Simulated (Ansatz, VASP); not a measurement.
# Two plane-wave programs on TiN

INCAR

```
  PREC = Accurate
  ENCUT = 1330
  EDIFF = 1E-6
  ISMEAR = 0
  SIGMA = 0.1
  LREAL = F
  LASPH = T
  NELM = 120
  ALGO = Normal
  ISIF = 2
  LWAVE = F
  LCHARG = F
  GGA = CA
  NBANDS = 16
  GGA_COMPAT = F
```

KPOINTS

```
regular mesh
0
Gamma
  8 8 8
```

POSCAR

```
TiN
1.0
    0.0000000000      2.1190000000      2.1190000000
    2.1190000000      0.0000000000      2.1190000000
    2.1190000000      2.1190000000      0.0000000000
Ti N
1 1
Direct
    0.0000000000      0.0000000000      0.0000000000
    0.5000000000      0.5000000000      0.5000000000
```

Input for Ansatz:

```yaml
crystal:
  lattice:
    - [0.0, 2.119, 2.119]
    - [2.119, 0.0, 2.119]
    - [2.119, 2.119, 0.0]
  atoms:
    - { symbol: Ti, position: [0.0, 0.0, 0.0] }
    - { symbol: "N", position: [0.5, 0.5, 0.5] }
basis:
  ecutwfc: 420
kpoints:
  mp_grid: { grid: [8, 8, 8] }
hamiltonian:
  xc: lda
scf:
  occupations: { method: gaussian, width: 0.1 }
output:
  forces: true
  stress: true
  eigenvalues: true
```

Alike in both runs: task single point; functional LDA; k mesh 8 × 8 × 8; occupations gaussian, width 0.1 eV; no spin polarisation.

```csv
,VASP,Ansatz
version,VASP 6.6.1,Ansatz 0.2.0
potentials or method,"VASP PAW LDA potentials, release 64 (Ti_sv, N_h), cutoff 1330 eV","scalar-relativistic, plane waves, PAW"
valence electrons in the cell,17,17
```

VASP gave:

| Quantity | Value |
| --- | --- |
| gap on the k mesh at the Fermi level (eV) | none |
| pressure (GPa) | -12.6 |

Which values does Ansatz return?

gap on the k mesh at the Fermi level (eV): none; pressure (GPa): -13.5.

LDA's correlation is that of Perdew and Zunger in VASP and of Perdew and Wang (1992) in Ansatz. A gap of «none» marks a metal or a gap that the smearing closes.
